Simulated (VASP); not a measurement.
# ZnSe7 (P3m1) in VASP: notebook, part 2 of 2

VASP 6.6.1.

## (5) Relaxation of cell and atoms, PBE

This run uses another cell than the first one, of 25.29 Å³/atom.

INCAR

```
SYSTEM = ZnSe7
  PREC = Accurate
  ENCUT = 600
  EDIFF = 1E-7
  ISMEAR = 0
  SIGMA = 0.2
  LREAL = .False.
  LASPH = .True.
  NELM = 60
  ALGO = Normal
  ISIF = 3
  LWAVE = .False.
  LCHARG = .False.
  GGA = PE
  IBRION = 2
  NSW = 36
  EDIFFG = -0.08
```

KPOINTS

```
regular mesh
0
Gamma
  5 5 2
  0 0 0
```

POSCAR

```
ZnSe7
1.0
    4.0000000000      0.0000000000      0.0000000000
   -2.0000000000      3.4641016200      0.0000000000
    0.0000000000      0.0000000000     14.6000000000
Zn Se
1 7
Direct
    0.0000000000      0.0000000000      0.1680000000
    0.0000000000      0.0000000000      0.0000000000
    0.3333333300      0.6666666700      0.2260000000
    0.3333333300      0.6666666700      0.8710000000
    0.0000000000      0.0000000000      0.4840000000
    0.3333333300      0.6666666700      0.6130000000
    0.6666666700      0.3333333300      0.3550000000
    0.6666666700      0.3333333300      0.7420000000
```

Potentials or basis: VASP PAW PBE potentials, release 64 (Zn, Se).

Launch:

```console
$ cat potpaw_PBE.64/Zn/POTCAR potpaw_PBE.64/Se/POTCAR > POTCAR
$ mpirun -np 1 vasp_std > vasp.out
```

OUTCAR:

```text
SYSTEM = ZnSe7
   PREC = Accurate
   ENCUT = 600
   EDIFF = 1E-7
   ISMEAR = 0
   LREAL = .False.
   LASPH = .True.
   NELM = 60
   ISIF = 3
   GGA = PE
   IBRION = 2
   NSW = 36
   EDIFFG = -0.08

 ion  position               nearest neighbor table
   1  0.000  0.000  0.168-   2 2.45   3 2.46   3 2.46   3 2.46
   2  0.000  0.000  0.000-   1 2.45
   3  0.333  0.667  0.226-   1 2.46   1 2.46   1 2.46
   4  0.333  0.667  0.871-
   5  0.000  0.000  0.484-
   6  0.333  0.667  0.613-
   7  0.667  0.333  0.355-
   8  0.667  0.333  0.742-

  LATTYP: Found a hexagonal cell.
 ALAT       =     4.0000000000
 C/A-ratio  =     3.6500000000

  Lattice vectors:

 A1 = (   4.0000000000,   0.0000000000,   0.0000000000)
 A2 = (  -2.0000000000,   3.4641016200,   0.0000000000)
[... 295 lines left out ...]
  free  energy   TOTEN  =       -24.6987706494 eV

  energy  without entropy=      -24.6714097555  energy(sigma->0) =      -24.68509020

[... ionic steps 4 to 17 ...]

--------------------------------------- Ionic step       18  -------------------------------------------

 number of electron      54.0000001 magnetization

------------------------ aborting loop because EDIFF is reached ----------------------------------------
[... 79 lines left out ...]
--------------------------------------- Ionic step       20  -------------------------------------------

 number of electron      54.0000002 magnetization

 Free energy of the ion-electron system (eV)
  ---------------------------------------------------
  ext. energy  EPLUGINS =         0.00000000
  ---------------------------------------------------
  free energy    TOTEN  =       -25.46406893 eV

  energy without entropy =      -25.44580699  energy(sigma->0) =      -25.45493796

 E-fermi :   2.8318     XC(G=0):  -9.2630

 val. band max:        2.8209911018   @ k =   0.0000   0.0000   0.0000
 cond. band min:       2.9919769270   @ k =   0.2000   0.0000   0.0000
 fundamental gap:      0.1709858252
 Fermi energy:         2.8317960852

 k-point     1 :       0.0000    0.0000    0.0000
  band No.  band energies     occupation
      1     -13.2677      2.00000
      2     -12.8053      2.00000
      3     -10.4299      2.00000
      4      -9.8955      2.00000
      5      -9.6869      2.00000
      6      -7.8635      2.00000
[... 374 lines left out ...]
  FREE ENERGIE OF THE ION-ELECTRON SYSTEM (eV)
  ---------------------------------------------------
  free  energy   TOTEN  =       -25.4640689269 eV

  energy  without entropy=      -25.4458069900  energy(sigma->0) =      -25.45493796

 reached required accuracy - stopping structural energy minimisation
```

Wall time 13 min (1 thread of Intel Xeon 6975P-C (Granite Rapids), shared host); peak memory 0.39 GiB.

What came out:

* Free energy: -25.4641 eV
* Relaxed volume: 24.91 Å³/atom
* Relaxed cell: a = 3.897 Å, b = 3.897 Å, c = 15.152 Å, α = 90.00°, β = 90.00°, γ = 120.00°
* Space group after relaxing (to 0.1 Å): P3m1 (No. 156)
* Energy gained by relaxing: 179.6 meV/atom
* Ionic steps: 20
* Pressure after relaxing: -0.1 GPa
* Largest force after relaxing: 0.044 eV/Å
* Band gap on the k mesh: zero (filled and empty bands touch)

Forces in eV/Å, atoms in the order of the input:
```
Zn   0.000  0.000 -0.023
Se   0.000  0.000 -0.022
Se   0.000  0.000 -0.025
Se   0.000  0.000 -0.013
Se   0.000  0.000  0.036
Se   0.000  0.000 -0.018
Se   0.000  0.000  0.044
Se   0.000  0.000  0.022
```

Step by step:
```
step  energy change (eV)  largest force (eV/Å)  pressure (GPa)  volume (Å³)
   1              0.0000                2.1807           -4.29       202.30
   2             -0.6426                1.7133            0.94       183.09
   3             -0.6715                1.4640            2.97       178.12
   4             -1.0328                0.6654            2.52       180.11
   5             -1.1342                1.2095            2.68       181.83
   6             -1.2598                0.4490           -1.61       194.89
   7             -1.2674                0.4697           -0.87       192.22
   8             -1.3170                0.3676           -0.26       191.00
   9             -1.3280                0.3645            0.23       190.16
  10             -1.3562                0.2659            0.30       190.82
  11             -1.3903                0.2417            0.65       192.39
  12             -1.4034                0.1846           -0.79       198.04
  13             -1.4047                0.1496           -0.48       196.73
  14             -1.4189                0.1350           -0.39       197.60
  15             -1.4237                0.2783           -0.28       198.43
  16             -1.4300                0.1226            0.67       196.60
  17             -1.4316                0.1391            0.38       197.16
  18             -1.4345                0.2334           -0.13       199.37
  19             -1.4354                0.1366            0.03       198.64
  20             -1.4368                0.0436           -0.15       199.32
```

Final structure:
```
Zn Se
1.0
     3.89737    0.00000    0.00000
    -1.94868    3.37522    0.00000
     0.00000    0.00000   15.15225
Zn Se
1 7
Direct
  0.00000 0.00000 0.14833
  0.00000 0.00000 0.97532
  0.33333 0.66667 0.20269
  0.33333 0.66667 0.87386
  0.00000 0.00000 0.49414
  0.33333 0.66667 0.59631
  0.66667 0.33333 0.39484
  0.66667 0.33333 0.77351
```

Caveat: the k points lie up to 0.37 Å⁻¹ apart in the final cell; semilocal functionals underestimate gaps, and a narrow one can read as zero; the relaxation stopped at a loose force limit of 0.08 eV/Å, so its end isn't a converged minimum.

## (6) The runs side by side

| task | cell | k mesh | cutoff (eV) | smearing | gap on the mesh (eV) | pressure (GPa) | largest force (eV/Å) |
| --- | --- | --- | --- | --- | --- | --- | --- |
| single point | a = 3.896, b = 3.896, c = 15.051 Å, angles 90.0, 90.0, 120.0°, 8 atoms, atomic positions A | 5 × 5 × 2 | 520 | gaussian 0.2 eV | none | 0.4 | 0.08 |
| single point | a = 3.860, b = 3.860, c = 15.454 Å, angles 90.0, 90.0, 120.0°, 8 atoms, atomic positions B | 12 × 12 × 2 | 520 | gaussian 0.1 eV | none | 0.5 | 0.03 |
| single point | a = 3.867, b = 3.867, c = 15.877 Å, angles 90.0, 90.0, 120.0°, 8 atoms, atomic positions C | 12 × 12 × 2 | 520 | gaussian 0.1 eV | none | 0.1 | 0.02 |
| relaxation of cell and atoms | relaxed from a = 4.000, b = 4.000, c = 14.600 Å, angles 90.0, 90.0, 120.0°, 8 atoms, atomic positions D | 5 × 5 × 2 | 600 | gaussian 0.2 eV | none | -0.1 | 0.04 |

Alike in all rows: level PBE; potentials or basis VASP PAW PBE potentials, release 64 (Zn, Se); no spin polarisation.

Caveats: some runs use coarse meshes; semilocal functionals underestimate gaps, and a narrow one can read as zero; the relaxation stopped at a loose force limit of 0.08 eV/Å, so its end isn't a converged minimum (at least some runs).

Total energies depend on the potentials used, so only differences within one code and one set of settings carry meaning.

The gap in the log of VASP goes by the Fermi energy; the results here count the filled bands.